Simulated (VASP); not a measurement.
AlN (qlda):

```
CELL_PARAMETERS angstrom
3.12859 0.00000 0.00000
-1.56429 2.70944 0.00000
0.00000 0.00000 5.01696
ATOMIC_POSITIONS crystal
Al 0.66667 0.33333 0.49929
Al 0.33333 0.66667 0.99929
N 0.66667 0.33333 0.88071
N 0.33333 0.66667 0.38071
```

```yaml
Program: VASP 6.6.1
Task: relaxation of cell and atoms
Functional: LDA
Potentials_or_basis: VASP PAW LDA potentials, release 64 (Al, N)
Cutoff: 600 eV
k_mesh: 9 × 9 × 4
Occupations: gaussian, width 0.02 eV
Spin: no spin polarisation
```

At the start: pressure -7.5 GPa; volume 10.63 Å³/atom.

Question: How do energy, volume and symmetry change on relaxing?

Answer: Over 8 steps the energy falls by 9.5 meV/atom and the volume is 10.24 Å³/atom (-3.7 %); space group P6_3mc (No. 186, to 0.05 Å).

The path:
| step | energy change (eV) | largest force (eV/Å) | pressure (GPa) | volume (Å³) |
| --- | --- | --- | --- | --- |
| 1 | 0.0000 | 0.0034 | -7.48 | 42.53 |
| 2 | -0.0043 | 0.0243 | 7.88 | 39.55 |
| 3 | -0.0378 | 0.0107 | -0.05 | 40.96 |
| 4 | -0.0378 | 0.0110 | 0.10 | 40.93 |
| 5 | -0.0379 | 0.0150 | 0.11 | 40.92 |
| 6 | -0.0379 | 0.0170 | 0.11 | 40.92 |
| 7 | -0.0379 | 0.0088 | -0.09 | 40.96 |
| 8 | -0.0379 | 0.0011 | -0.02 | 40.95 |

Final structure:
```yaml
crystal:
  lattice:
    - [3.09123, 0.00000, 0.00000]
    - [-1.54562, 2.67708, 0.00000]
    - [0.00000, 0.00000, 4.94791]
  atoms:
    - { symbol: Al, position: [0.66667, 0.33333, 0.49903] }
    - { symbol: Al, position: [0.33333, 0.66667, 0.99903] }
    - { symbol: N, position: [0.66667, 0.33333, 0.88097] }
    - { symbol: N, position: [0.33333, 0.66667, 0.38097] }
```
